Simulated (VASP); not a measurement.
A run of VASP 6.6.1 is set up as follows.

The input POSCAR:

```
CSe2
1.0
    3.5697670000     -2.9947800000      0.0000000000
    3.5697670000      2.9947800000      0.0000000000
    0.0000000000      0.0000000000      9.4626520000
Se C
4 2
Direct
    0.2124220000      0.7875780000      0.8793850000
    0.7875780000      0.2124220000      0.1206150000
    0.2875780000      0.7124220000      0.3783282138
    0.7124220000      0.2875780000      0.6206150000
    0.0000000000      0.0000000000      0.0000000000
    0.5000000000      0.5000000000      0.5000000000
```

INCAR.step1

```
PREC = Accurate ; ENCUT = 520
ISMEAR = 0 ; SIGMA = 0.02
LREAL = F ; LASPH = T
NELM = 100 ; NBANDS = 25
GGA = PE ; ALGO = Normal
EDIFF = 1E-4 ; LWAVE = T
LCHARG = F
```

INCAR.step2

```
PREC = Accurate ; ENCUT = 520
EDIFF = 1E-6 ; ISMEAR = 0
SIGMA = 0.02 ; LREAL = F
LASPH = T ; NELM = 100
ALGO = Normal ; ISIF = 2
LWAVE = F ; LCHARG = F
METAGGA = R2SCAN ; LMIXTAU = T
NBANDS = 25 ; ISTART = 1
```

Contents of KPOINTS:

```
Automatic mesh
0
Gamma
  6 6 3
```

Potentials or basis: VASP PAW PBE potentials, release 64 (Se, C).

Launch:

```sh
$ cat potpaw_PBE.64/Se/POTCAR potpaw_PBE.64/C/POTCAR > POTCAR
$ cp INCAR.step1 INCAR
$ mpirun -np 1 vasp_std > vasp.out
$ cp INCAR.step2 INCAR
$ mpirun -np 1 vasp_std > vasp.out
```

Task: Estimate the band gap on the k mesh.

Result: 2.58 eV (least direct gap 2.71 eV).

Task: Estimate the largest force.

Result: 0.761 eV/Å.

Stress tensor (GPa, compression positive):
```
-0.26  0.00  0.00
 0.00 -1.94  0.18
 0.00  0.18 -1.70
```

Caveat: the PAW data sets were made with another functional, which shifts forces and pressure a little; an odd mesh through Γ misses points on the zone boundary, where band edges can lie.
